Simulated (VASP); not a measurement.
Runs of VASP 6.6.1 on Pb. It takes space group P6_3/mmc (No. 194, hexagonal). The conventional cell has a = 3.480 Å, b = 3.480 Å, c = 5.590 Å, α = 90.00°, β = 90.00°, γ = 120.00°. Pb (site symmetry -6m2) has 12 Pb at 3.44 to 3.48 Å within 4.5 Å. This isn't the form of Pb at room conditions, which is fcc.

| task | level | potentials or basis | gap on the mesh (eV) | pressure (GPa) |
| --- | --- | --- | --- | --- |
| electric field gradients | LDA | VASP PAW LDA potentials, release 64 (Pb_d) | none | -0.6 |
| single point | PBE | VASP PAW PBE potentials, release 64 (Pb_d) | none | 4.0 |
| single point | PBEsol+D3(BJ) | VASP PAW PBE potentials, release 64 (Pb_d) | none | -1.7 |
| electric field gradients | PBEsol | VASP PAW PBE potentials, release 64 (Pb_d) | none | (a) |

Alike in all rows: no spin polarisation; cell as given; k mesh 14 × 14 × 8; cutoff (eV) 520; smearing fermi-dirac 0.08 eV.

Q: Fill in the values left out.

A: (a) 0.9.

Caveats: spin-orbit coupling is left out, which moves the levels of the heavy elements; the PAW data sets were made with another functional, which shifts forces and pressure a little (at least some runs); the cell stands under pressure (at least some runs).

A k mesh can miss the band edges, and the runs leave out spin-orbit coupling on Pb.

A gap of «none» marks levels without a gap at the run's occupations.
